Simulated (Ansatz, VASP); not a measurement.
**Hf in VASP and in Ansatz**

The input INCAR:

```
PREC = Accurate ; ENCUT = 520
EDIFF = 1E-6 ; ISMEAR = 0
SIGMA = 0.15 ; LREAL = F
LASPH = T ; NELM = 60
ALGO = Normal ; ISIF = 2
LWAVE = F ; LCHARG = F
GGA = CA ; NBANDS = 11
```

File KPOINTS:

```
regular mesh
0
Gamma
  20 20 20
```

Contents of POSCAR:

```
Hf
1.0
    0.0000000000      2.1799445691      2.1799445691
    2.1799445691      0.0000000000      2.1799445691
    2.1799445691      2.1799445691      0.0000000000
Hf
1
Direct
    0.0000000000      0.0000000000      0.0000000000
```

Input for Ansatz:

```yaml
crystal:
  lattice:
    - [0.0, 2.1799445691, 2.1799445691]
    - [2.1799445691, 0.0, 2.1799445691]
    - [2.1799445691, 2.1799445691, 0.0]
  atoms:
    - { symbol: Hf, position: [0.0, 0.0, 0.0] }
basis:
  ecutwfc: 420
kpoints:
  mp_grid: { grid: [20, 20, 20] }
hamiltonian:
  xc: lda
scf:
  occupations: { method: gaussian, width: 0.15 }
output:
  forces: true
  stress: true
  eigenvalues: true
  write_density: true
  write_potential: true
  elf: true
  volumetric_format: npy
```

Alike in both runs: task single point; functional LDA; k mesh 20 × 20 × 20; occupations gaussian, width 0.15 eV; no spin polarisation.

|  | VASP | Ansatz |
| --- | --- | --- |
| version | VASP 6.6.1 | Ansatz 0.2.0 |
| potentials or method | VASP PAW LDA potentials, release 64 (Hf_pv), cutoff 520 eV | scalar-relativistic, plane waves, PAW |
| valence electrons in the cell | 10 | 26 |

|  | VASP | Ansatz | Ansatz less VASP |
| --- | --- | --- | --- |
| gap on the k mesh at the Fermi level (eV) | none | none | - |
| pressure (GPa) | 0.1 | 0.1 | -0.04 |

LDA's correlation is that of Perdew and Zunger in VASP and of Perdew and Wang (1992) in Ansatz. A gap of «none» marks a metal or a gap that the smearing closes. VASP's potentials hold 10 valence electrons a cell and Ansatz's 26, so a difference there can come from the potentials and not from the codes.

Neither program's run includes spin-orbit coupling.
